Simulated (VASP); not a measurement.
# Si (a cell with a defect) in VASP: a series of runs

Si (a cell with a defect) is run at these levels: PBEsol; tasks: single point.

Program: VASP 6.6.1. These are calculated values, not measurements. Logs are shortened: lines on timing, memory, paths and dates and some standing lists are left out, and cuts for length are marked.

**1. The cell of the first run**

The cell holds a defect, 63 atoms: a = 10.860 Å, b = 10.860 Å, c = 10.860 Å, α = 90.00°, β = 90.00°, γ = 90.00°.

**2. Single point, PBEsol**

File INCAR:

```
SYSTEM = Si
PREC = Accurate ; ENCUT = 520
EDIFF = 1E-6 ; ISMEAR = -1
SIGMA = 0.02 ; LREAL = Auto
LASPH = .TRUE. ; NELM = 60
ALGO = Normal ; ISIF = 2
LWAVE = .FALSE. ; LCHARG = .FALSE.
GGA = PS ; NBANDS = 163
```

File KPOINTS:

```
Automatic mesh
0
G
  1 1 1
  0 0 0
```

File POSCAR:

```
Si
1.0
   10.8600000000      0.0000000000      0.0000000000
    0.0000000000     10.8600000000      0.0000000000
    0.0000000000      0.0000000000     10.8600000000
Si
63
Direct
    0.4923824125     -0.0076041436      0.0026407919
    0.6223358195      0.1222824125      0.1249000921
    0.7490694291      0.2492201657     -0.0010683241
    0.8771561694      0.3770875691      0.1227930939
    0.7506600368      0.0011174954      0.2513013812
    0.8766790055      0.1274507366      0.3743615101
   -0.0009709024     -0.0003528545      0.0000197053
    0.1250041436      0.1242364641      0.1252205341
    0.2496485267      0.2490967772      0.0002533149
    0.3745612339      0.3742874770      0.1248278085
    0.4994259669      0.4991937385      0.0001562615
    0.6242678637      0.6249573665      0.1252679558
    0.7491487109      0.7496279006      0.0003160221
    0.8745154696      0.8744530387      0.1247325046
    0.2508676796      0.0015664825      0.2521794659
    0.3765805709      0.1264197053      0.3768275322
    0.5012817680      0.2504697053      0.2513748619
    0.6274243094      0.3768677716      0.3743464088
    0.7530203499      0.5023706262      0.2482654696
    0.8849927256      0.6290623389      0.3644547882
    0.4989451197     -0.0010792818      0.5033857274
    0.6249848987      0.1249978821      0.6254384899
    0.7500732044      0.2501505525      0.4996380295
    0.8762243094      0.3763078269      0.6217837937
    0.7480256906     -0.0010345304      0.7506352670
    0.8745815838      0.1251697974      0.8733882136
    0.0049547882      0.5048157459      0.0003961326
    0.2149564457      0.7159147330      0.0456604972
    0.3634014733      0.8634045120      0.1300586556
    0.0022586556      0.2527967772      0.2482637201
    0.1288728361      0.3846290976      0.3647581952
    0.2512148250      0.5170415285      0.2323209024
    0.3752042357      0.6258886740      0.3742516575
    0.5015008287      0.7507849908      0.2521262431
    0.6263547882      0.8765553407      0.3767348987
   -0.0018546041     -0.0003331492      0.5005816759
    0.1248628913      0.1235697974      0.6259796501
    0.2492755985      0.2531543278      0.4973003683
    0.3741302947      0.3743243094      0.6260727440
    0.4995996317      0.4982702578      0.5006434622
    0.6235035912      0.6250002762      0.6260859116
    0.7532242173      0.7492749540      0.4971298343
    0.8742317680      0.8741093002      0.6259688766
    0.2473442910     -0.0068224678      0.7567677716
    0.3734489871      0.1220459484      0.8763078269
    0.4990078269      0.2480141805      0.7506386740
    0.6249561694      0.3748353591      0.8733968692
    0.7506302947      0.4993824125      0.7485334254
    0.8749863720      0.6249396869      0.8756628913
    0.0180930939      0.7510358195      0.2315318600
    0.1257837017      0.8753398711      0.3743078269
    0.0023949355      0.5025247698      0.4957191529
    0.1250122468      0.6250074586      0.6253045120
    0.2496021179      0.7496683241      0.4999156538
    0.3726896869      0.8725965009      0.6283029466
   -0.0007220994      0.2505266114      0.7484186924
    0.1247657459      0.3748025783      0.8755260589
    0.2494180479      0.5004607735      0.7515862799
    0.3607627072      0.6242916206      0.8899250460
    0.4929690608      0.7472199816      0.7570306630
    0.6219805709      0.8733958564      0.8763317680
    0.0003920810      0.7494593923      0.7514788214
    0.1240662983      0.8614456722      0.8893104972
```

Potentials or basis: VASP PAW PBE potentials, release 64 (Si).

Command:

```console
cat potpaw_PBE.64/Si/POTCAR > POTCAR
mpirun -np 1 vasp_gam > vasp.out
```

OUTCAR:

```text
SYSTEM = Si
   PREC = Accurate
   ENCUT = 520
   EDIFF = 1E-6
   ISMEAR = -1
   LREAL = Auto
   LASPH = .TRUE.
   NELM = 60
   ISIF = 2
   GGA = PS

 ion  position               nearest neighbor table
   1  0.492  0.992  0.003-  61 2.35  45 2.35   2 2.40  29 2.42
   2  0.622  0.122  0.125-  17 2.36   5 2.36   3 2.38   1 2.40
   3  0.749  0.249  0.999-  26 2.35  47 2.35   2 2.38   4 2.38
   4  0.877  0.377  0.123-  30 2.35  19 2.35  27 2.37   3 2.38
   5  0.751  0.001  0.251-  35 2.35   6 2.35   2 2.36  14 2.36
   6  0.877  0.127  0.374-  23 2.35   5 2.35  36 2.35  30 2.36
[... 18 lines left out ...]
  25  0.748  0.999  0.751-  22 2.35  26 2.35  43 2.36  61 2.37
  26  0.875  0.125  0.873-  56 2.35   3 2.35  25 2.35   7 2.36
  27  0.005  0.505  0.000-  57 2.35  49 2.35   4 2.37
  28  0.215  0.716  0.046-  29 2.45  63 2.52  59 2.52  50 2.96  32 2.99
  29  0.363  0.863  0.130-  34 2.35  15 2.35   1 2.42  28 2.45
  30  0.002  0.253  0.248-   8 2.35   4 2.35  31 2.35   6 2.36
  31  0.129  0.385  0.365-  30 2.35  52 2.36  38 2.41  32 2.43
  32  0.251  0.517  0.232-  10 2.36  33 2.36  31 2.43  28 2.99
  33  0.375  0.626  0.374-  34 2.34  54 2.35  32 2.36  40 2.37
  34  0.502  0.751  0.252-  33 2.34  29 2.35  35 2.35  12 2.35
[... 27 lines left out ...]
  62  0.000  0.749  0.751-  49 2.35  63 2.35  53 2.35  43 2.36
  63  0.124  0.861  0.889-  62 2.35   7 2.35  44 2.43  28 2.52

  LATTYP: Found a simple cubic cell.
 ALAT       =    10.8600000000

  Lattice vectors:

 A1 = (  10.8600000000,   0.0000000000,   0.0000000000)
 A2 = (   0.0000000000,  10.8600000000,   0.0000000000)
 A3 = (   0.0000000000,   0.0000000000,  10.8600000000)

Analysis of symmetry for initial positions (statically):
=====================================================================
 Subroutine PRICEL returns:
 Original cell was already a primitive cell.

 Routine SETGRP: Setting up the symmetry group for a
 simple cubic supercell.

 Subroutine GETGRP returns: Found  1 space group operations
 (whereof  1 operations were pure point group operations)
 out of a pool of 48 trial point group operations.

The static configuration has the point symmetry C_1 .

Analysis of symmetry for dynamics (positions and initial velocities):
=====================================================================
 Subroutine PRICEL returns:
 Original cell was already a primitive cell.

 Routine SETGRP: Setting up the symmetry group for a
 simple cubic supercell.

 Subroutine GETGRP returns: Found  1 space group operations
 (whereof  1 operations were pure point group operations)
 out of a pool of 48 trial point group operations.

The dynamic configuration has the point symmetry C_1 .

 Subroutine INISYM returns: Found  1 space group operations
 (whereof  1 operations are pure point group operations),
 and found     1 'primitive' translations

----------------------------------------------------------------------------------------

                                     Primitive cell

  volume of cell :    1280.8241

  direct lattice vectors                    reciprocal lattice vectors
    10.860000000  0.000000000  0.000000000     0.092081031  0.000000000  0.000000000
     0.000000000 10.860000000  0.000000000     0.000000000  0.092081031  0.000000000
     0.000000000  0.000000000 10.860000000     0.000000000  0.000000000  0.092081031

  length of vectors
    10.860000000 10.860000000 10.860000000     0.092081031  0.092081031  0.092081031

  position of ions in fractional coordinates (direct lattice)
     0.492382412  0.992395856  0.002640792
     0.622335820  0.122282412  0.124900092
     0.749069429  0.249220166  0.998931676
     0.877156169  0.377087569  0.122793094
     0.750660037  0.001117495  0.251301381
     0.876679006  0.127450737  0.374361510
[... 55 lines left out ...]
     0.000392081  0.749459392  0.751478821
     0.124066298  0.861445672  0.889310497

  ion indices of the primitive-cell ions
   primitive index   ion index
                 1           1
                 2           2
                 3           3
[... 47 lines left out ...]
   TEBEG  =    0.0;   TEEND  =   0.0 temperature during run
   PSTRESS=    0.0 pullay stress
   NELECT =     252.0000    total number of electrons
   NUPDOWN=      -1.0000    fix difference up-down
   EMIN   =  10.00;   EMAX   =-10.00  energy-range for DOS
   EFERMI =   0.00;   METHOD = LEGACY
   ISMEAR =    -1;   SIGMA  =   0.02  broadening in eV -4-tet -1-fermi 0-gaus
   EFERMI_NEDOS =   21; number of points for ismear=-14 and -15
   IALGO  =     38    algorithm
   IMIX   =      4    mixing-type and parameters
     AMIX     =   0.40;   BMIX     =  1.00
     AMIX_MAG =   1.60;   BMIX_MAG =  1.00
  volume/ion in A,a.u.               =      20.33       137.20
  Fermi-wavevector in a.u.,A,eV,Ry     =   0.952164  1.799329 12.335269  0.906617
  Thomas-Fermi vector in A             =   2.080702
   LORBIT       =      0    0 simple, 1 ext, 2 COOP (PROOUT), +10 PAW based schemes
   GGA     = PS    functional components
   LHFCALC =     F    Hartree Fock is set to
   AEXX    =    0.0000 exact exchange contribution
   IVDW    =     0    specifies the selected vdW correction
   LEPSILON=     F    determine dielectric tensor
   LRPA    =     F    only Hartree local field effects (RPA)
 non-spin polarized calculation
  energy-cutoff  :      520.00
  volume of cell :     1280.82
 maximum number of plane-waves:     17229
 NGX is ok and might be reduce to    84
   NGX = 41   NGY = 41   NGZ = 41

 number of electron     251.9999991 magnetization

 Free energy of the ion-electron system (eV)
  ---------------------------------------------------
  ext. energy  EPLUGINS =         0.00000000
  ---------------------------------------------------
  free energy    TOTEN  =      -351.92305387 eV

  energy without entropy =     -351.86795363  energy(sigma->0) =     -351.89550375

 E-fermi :   6.1086     XC(G=0):  -9.4935

 val. band max:        6.1028229141   @ k =   0.0000   0.0000   0.0000
 cond. band min:       6.1145545071   @ k =   0.0000   0.0000   0.0000
 fundamental gap:      0.0117315931
 Fermi energy:         6.1086294036

 k-point     1 :       0.0000    0.0000    0.0000
  band No.  band energies     occupation
      1      -6.2410      2.00000
      2      -5.1945      2.00000
      3      -5.1804      2.00000
      4      -5.1742      2.00000
      5      -5.1692      2.00000
      6      -5.1400      2.00000
[... 130 lines left out ...]
    137       6.7830      0.00000
    138       6.7911      0.00000
 [bands above 138 left out]

------------------------ aborting loop because EDIFF is reached ----------------------------------------

  FORCE on cell =-STRESS in cart. coord.  units (eV):
  Direction    XX          YY          ZZ          XY          YZ          ZX
  --------------------------------------------------------------------------------------
  -------------------------------------------------------------------------------------
  Total       -3.4954147     -3.0601273     -5.7233240     -2.4863288      5.9484883      6.0841641
  in kB       -4.3723993     -3.8279001     -7.1592815     -3.1101380      7.4409386      7.6106549
  external PRESSURE =      -5.1198603 kB  Pullay stress =       0.0000000 kB

 VOLUME and BASIS-vectors are now :
 -----------------------------------------------------------------------------
  energy-cutoff  :      520.00
  volume of cell :     1280.82
      direct lattice vectors                 reciprocal lattice vectors
    10.860000000  0.000000000  0.000000000     0.092081031  0.000000000  0.000000000
     0.000000000 10.860000000  0.000000000     0.000000000  0.092081031  0.000000000
     0.000000000  0.000000000 10.860000000     0.000000000  0.000000000  0.092081031

 POSITION                                       TOTAL-FORCE (eV/Angst)
 -----------------------------------------------------------------------------------
      5.34727     10.77742      0.02868         0.001060      0.000585      0.002843
      6.75857      1.32799      1.35642        -0.007527     -0.006083     -0.004889
      8.13489      2.70653     10.84840        -0.015849     -0.015194      0.009358
      9.52592      4.09517      1.33353        -0.022454     -0.023491     -0.004495
      8.15217      0.01214      2.72913         0.003105      0.002867      0.004117
      9.52073      1.38411      4.06557         0.001940     -0.001504      0.011345
[... 55 lines left out ...]
      0.00426      8.13913      8.16106         0.002101     -0.001541     -0.008114
      1.34736      9.35530      9.65791         0.009758     -0.012760      0.018019
 -----------------------------------------------------------------------------------
    total drift:                                0.013964      0.015744     -0.020537

  FREE ENERGIE OF THE ION-ELECTRON SYSTEM (eV)
  ---------------------------------------------------
  free  energy   TOTEN  =      -351.9230538715 eV

  energy  without entropy=     -351.8679536314  energy(sigma->0) =     -351.89550375
```

It took 12 min on 1 thread of Intel Xeon 8259CL, shared host; peak memory 1 GiB.

What came out:

```
Free energy   : -351.9231 eV
Pressure      : -0.5 GPa
Largest force : 0.160 eV/Å
```

Forces in eV/Å, atoms in the order of the input:
```
Si   0.001  0.001  0.003
Si  -0.008 -0.006 -0.005
Si  -0.016 -0.015  0.009
Si  -0.022 -0.023 -0.004
Si   0.003  0.003  0.004
Si   0.002 -0.002  0.011
Si  -0.011  0.010  0.004
Si  -0.001  0.005 -0.003
Si  -0.005 -0.005  0.010
Si  -0.002 -0.013 -0.006
Si   0.005 -0.006  0.006
Si   0.005  0.005 -0.005
Si  -0.006 -0.005  0.009
Si  -0.006 -0.004 -0.005
Si   0.003  0.011  0.009
Si   0.001  0.003  0.007
Si   0.003  0.010  0.002
Si  -0.003 -0.001  0.013
Si  -0.003  0.002  0.006
Si   0.002 -0.004 -0.002
Si   0.002  0.001  0.005
Si   0.000  0.001 -0.005
Si  -0.003 -0.001  0.000
Si  -0.002 -0.004 -0.005
Si  -0.002  0.005 -0.002
Si   0.006 -0.001 -0.002
Si  -0.056 -0.056 -0.005
Si   0.082  0.115 -0.076
Si   0.015  0.014  0.000
Si   0.003 -0.001  0.008
Si   0.000 -0.008  0.004
Si  -0.022 -0.008  0.001
Si   0.002  0.009  0.007
Si   0.007  0.001  0.007
Si   0.004 -0.003  0.007
Si  -0.007 -0.009 -0.004
Si   0.000 -0.005  0.003
Si  -0.005  0.000  0.001
Si  -0.008 -0.005  0.008
Si  -0.006 -0.003 -0.007
Si  -0.003 -0.003  0.001
Si   0.001 -0.003 -0.002
Si  -0.001 -0.010  0.007
Si   0.003  0.006 -0.011
Si   0.004  0.008 -0.004
Si   0.006  0.004 -0.002
Si  -0.001  0.004  0.002
Si  -0.002  0.000 -0.003
Si   0.008  0.001  0.014
Si   0.013 -0.007 -0.018
Si   0.006 -0.002  0.005
Si   0.004  0.000 -0.007
Si  -0.005 -0.001  0.000
Si  -0.010 -0.010  0.002
Si   0.004  0.001 -0.009
Si  -0.001  0.001 -0.001
Si  -0.001  0.006  0.015
Si  -0.001  0.006 -0.005
Si   0.003  0.006  0.005
Si   0.000  0.002 -0.006
Si   0.008 -0.001 -0.002
Si   0.002 -0.002 -0.008
Si   0.010 -0.013  0.018
```

Caveat: the k points lie up to 0.58 Å⁻¹ apart; the PAW data sets were made with another functional, which shifts forces and pressure a little.

**3. Single point, PBEsol**

File INCAR:

```
SYSTEM = Si
ALGO = Normal ; EDIFF = 1E-7
ENCUT = 520 ; GGA = PS
ISIF = 2 ; ISMEAR = -1
LASPH = .True. ; LCHARG = .True.
LELF = .True. ; LREAL = Auto
LVHAR = .True. ; LWAVE = .False.
NBANDS = 163 ; NELM = 80
PREC = Accurate ; SIGMA = 0.02
```

File KPOINTS:

```
k-points
0
Gamma
  1 1 1
  0 0 0
```

File POSCAR:

```
Si
1.0
   10.8600000000      0.0000000000      0.0000000000
    0.0000000000     10.8600000000      0.0000000000
    0.0000000000      0.0000000000     10.8600000000
Si
63
Direct
    0.4951837937     -0.0048218232      0.0000198895
    0.6221989871      0.1222306630      0.1243264273
    0.7485104972      0.2484708103     -0.0003273481
    0.8740359116      0.3740945672      0.1248300184
    0.7511383057      0.0010920810      0.2511690608
    0.8761461326      0.1269958564      0.3746308471
   -0.0005446593     -0.0002214549     -0.0003930939
    0.1247567219      0.1245295580      0.1251254144
    0.2495352670      0.2494810313      0.0007430018
    0.3737198895      0.3754375691      0.1241227440
    0.4999416206      0.4993469613     -0.0004648250
    0.6245154696      0.6247594843      0.1251457643
    0.7494399632      0.7495596685      0.0007372007
    0.8753296501      0.8737350829      0.1241860037
    0.2509676796      0.0022833333      0.2516709945
    0.3757713628      0.1271078269      0.3763017495
    0.5010576427      0.2511821363      0.2512284530
    0.6270078269      0.3761374770      0.3746648250
    0.7518310313      0.5019597606      0.2492553407
    0.8813186004      0.6273441989      0.3681905157
    0.4991779926     -0.0007965930      0.5015492634
    0.6245096685      0.1245360037      0.6251191529
    0.7499584715      0.2499403315      0.5005734807
    0.8757010129      0.3757028545      0.6233040516
    0.7494755064      0.0001633517      0.7503035912
    0.8749066298      0.1258573665      0.8738873849
   -0.0006481584      0.4994567219      0.0002522099
    0.2337133517      0.7330648250      0.0240545120
    0.3690616943      0.8690271639      0.1293307551
    0.0020118785      0.2519134438      0.2492316759
    0.1274047882      0.3817360037      0.3678204420
    0.2486761510      0.5122443831      0.2385058932
    0.3739889503      0.6272387661      0.3732611418
    0.5023667587      0.7510372007      0.2517671271
    0.6271609576      0.8758812155      0.3763630755
   -0.0018272560     -0.0015768877      0.4991285451
    0.1237956722      0.1232897790      0.6249495396
    0.2491928177      0.2521806630      0.4987736648
    0.3735316759      0.3746113260      0.6260592081
    0.4984204420      0.4981162983      0.4991444751
    0.6231813076      0.6238649171      0.6249632597
    0.7520414365      0.7492444751      0.4989522099
    0.8746476059      0.8735848987      0.6260994475
    0.2489046041     -0.0032562615      0.7542371087
    0.3738430018      0.1242357274      0.8754642726
    0.5001142726      0.2494449355      0.7503427256
    0.6259504604      0.3748352670      0.8738366483
    0.7509025783      0.5002300184      0.7492304788
    0.8749938306      0.6256982505      0.8758055249
    0.0115667587      0.7486861878      0.2391509208
    0.1272343462      0.8739755064      0.3732475138
    0.0014466851      0.5014099448      0.4970975138
    0.1247208103      0.6247387661      0.6252859116
    0.2496146409      0.7496325967      0.5008417127
    0.3733422652      0.8734225599      0.6273895948
    0.0002405157      0.2510050645      0.7493475138
    0.1257634438      0.3751851750      0.8758985267
    0.2495008287      0.5012120626      0.7515031308
    0.3668295580      0.6248163904      0.8838238490
    0.4968256906      0.7490511050      0.7541928177
    0.6243069982      0.8739616022      0.8754577348
    0.0012390424      0.7494924494      0.7515941068
    0.1249288214      0.8665468692      0.8840804788
```

Potentials or basis: VASP PAW PBE potentials, release 64 (Si).

Command:

```console
cat potpaw_PBE.64/Si/POTCAR > POTCAR
mpirun -np 1 vasp_gam > vasp.out
```

Wall time 11 min (1 thread of Intel Xeon 8259CL, shared host); peak memory 1 GiB.

The run converged. Its results:

- Free energy: -352.0048 eV
- Pressure: -0.1 GPa
- Largest force: 0.093 eV/Å

Forces in eV/Å, atoms in the order of the input:
```
Si   0.003  0.004 -0.008
Si  -0.001  0.000 -0.012
Si  -0.007 -0.007  0.011
Si  -0.014 -0.014  0.012
Si   0.001 -0.004  0.010
Si  -0.001 -0.001 -0.002
Si  -0.003 -0.002  0.000
Si   0.000  0.008 -0.002
Si  -0.002  0.003  0.011
Si  -0.013  0.012 -0.006
Si   0.000 -0.006 -0.001
Si   0.007  0.001 -0.003
Si   0.003 -0.002  0.010
Si   0.013 -0.015 -0.006
Si   0.003  0.006  0.000
Si  -0.002  0.005 -0.006
Si  -0.005  0.003  0.011
Si   0.000 -0.002 -0.001
Si  -0.006 -0.003  0.006
Si  -0.013 -0.010  0.009
Si  -0.002 -0.002 -0.006
Si   0.002  0.002 -0.008
Si  -0.001 -0.002  0.014
Si  -0.002 -0.004  0.005
Si   0.002  0.003  0.006
Si   0.001  0.004 -0.004
Si  -0.037 -0.033 -0.006
Si   0.049  0.043 -0.066
Si   0.034  0.034  0.005
Si  -0.001 -0.003  0.006
Si  -0.010 -0.008  0.007
Si  -0.011 -0.023  0.032
Si  -0.007  0.003 -0.008
Si   0.006  0.004  0.001
Si   0.006  0.000 -0.005
Si  -0.007 -0.014 -0.003
Si  -0.007 -0.004 -0.009
Si  -0.004 -0.006  0.015
Si  -0.007  0.000  0.002
Si  -0.015 -0.008 -0.003
Si  -0.004 -0.008 -0.010
Si  -0.008 -0.006  0.016
Si   0.001 -0.006  0.003
Si   0.007  0.010 -0.004
Si   0.003  0.011 -0.004
Si   0.002  0.003  0.007
Si   0.006 -0.001 -0.003
Si   0.005  0.003  0.008
Si   0.002  0.000  0.002
Si  -0.037 -0.007  0.043
Si   0.004 -0.009 -0.010
Si  -0.007 -0.010  0.006
Si   0.000  0.001 -0.005
Si   0.001  0.000  0.010
Si   0.004  0.005 -0.007
Si   0.001  0.006  0.011
Si   0.002  0.005  0.005
Si   0.001  0.000  0.000
Si   0.036  0.004 -0.039
Si   0.009  0.008 -0.004
Si   0.011  0.003 -0.004
Si   0.001  0.001  0.000
Si   0.006  0.028 -0.029
```

Stress tensor (GPa, compression positive):
```
 0.06  0.17  0.56
 0.17  0.02  0.60
 0.56  0.60 -0.28
```

Levels at points of the mesh, in eV from the Fermi level:
| k point | band 122 | band 123 | band 124 | band 125 | band 126 | band 127 | band 128 | band 129 | band 130 | band 131 |
| --- | --- | --- | --- | --- | --- | --- | --- | --- | --- | --- |
| (0.00, 0.00, 0.00) | -1.62 | -0.82 | -0.81 | -0.79 | -0.01 | 0.01 | 0.07 | 0.11 | 0.12 | 0.16 |

Caveat: the k points lie up to 0.58 Å⁻¹ apart; the PAW data sets were made with another functional, which shifts forces and pressure a little.
